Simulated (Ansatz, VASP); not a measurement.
**One calculation of AlNi, two programs**

```
CELL_PARAMETERS angstrom
0.00000 2.31278 2.31278
2.31278 0.00000 2.31278
2.31278 2.31278 0.00000
ATOMIC_POSITIONS crystal
Al 0.00000 0.00000 0.00000
Ni 0.75000 0.75000 0.75000
```

Alike in both runs: task relaxation of cell and atoms; functional r2SCAN; k mesh 6 × 6 × 6; occupations gaussian, width 0.1 eV; no spin polarisation.

|  | VASP | Ansatz |
| --- | --- | --- |
| version | VASP 6.6.1 | Ansatz 0.2.0 |
| potentials or method | VASP PAW PBE potentials, release 64 (Al, Ni), cutoff 600 eV | scalar-relativistic, plane waves, PAW |
| valence electrons in the cell | 13 | 21 |

VASP gave:

```
gap on the k mesh at the Fermi level, each at its own relaxed structure (eV) : none
relaxed volume (Å³/atom)                                                     : 18.76
relaxed cell length with the largest relative difference (Å)                 : 3.757
```

Problem. Estimate Ansatz's values.

Solution. gap on the k mesh at the Fermi level, each at its own relaxed structure (eV): none; relaxed volume (Å³/atom): 18.72; relaxed cell length with the largest relative difference (Å): 3.755.

VASP's potentials were made for PBE, not for r2SCAN. A gap of «none» marks a metal or a gap that the smearing closes. VASP's potentials hold 13 valence electrons a cell and Ansatz's 21, so a difference there can come from the potentials and not from the codes.

The k mesh is coarse, so the values compare programs but aren't converged. Noted on VASP's run: the volume moved by over 15 % at a fixed basis, so the end points are rough.
